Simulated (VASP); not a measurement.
Al2GaP2, 5 atoms in the cell. It takes space group P4mm (No. 99, tetragonal). The conventional cell has a = 3.384 Å, b = 3.384 Å, c = 8.734 Å, α = 90.00°, β = 90.00°, γ = 90.00°. Within 3.1 Å of Al (site symmetry 4mm) lie 1 P at 2.33 Å and 4 Ga at 2.65 Å. Within 3.1 Å of Al (site symmetry 4mm) lie 5 P at 2.36 to 2.47 Å. Within 3.0 Å of Ga (site symmetry 4mm) lie 1 P at 2.28 Å and 4 Al at 2.65 Å. P (site symmetry 4mm) has 5 Al at 2.33 to 2.47 Å within 3.1 Å. P (site symmetry 4mm) has 1 Ga at 2.28 Å and 1 Al at 2.36 Å within 3.0 Å. 

| Item | Value |
| --- | --- |
| Program | VASP 6.6.1 |
| Task | relaxation of cell and atoms |
| Functional | PBE |
| Potentials or basis | VASP PAW PBE potentials, release 64 (Al, Ga_d, P) |
| Cutoff | 600 eV |
| k mesh | 12 × 12 × 4 |
| Occupations | gaussian, width 0.1 eV |
| Spin | no spin polarisation |
| Dipole correction | no |
| Further INCAR settings | ALGO = Normal; EDIFF = 1e-06; IBRION = 2; EDIFFG = -0.01; NSW = 100; ISIF = 3 |

Potentials or basis: VASP PAW PBE potentials, release 64 (Al, Ga_d, P).

The run is started by

```sh
$ cat potpaw_PBE.64/Al/POTCAR potpaw_PBE.64/Ga_d/POTCAR potpaw_PBE.64/P/POTCAR > POTCAR
$ mpirun -np 1 vasp_std > vasp.out
```

Hardware: 1 thread of Intel(R) Xeon(R) 6975P-C (Granite Rapids) (shared host).

Estimate the wall time of this run.

It took 6.6 min on 1 thread of Intel(R) Xeon(R) 6975P-C (Granite Rapids) (shared host), peak memory 0.36 GiB. Counts: scf iterations 75, k points 84, ion steps 12.
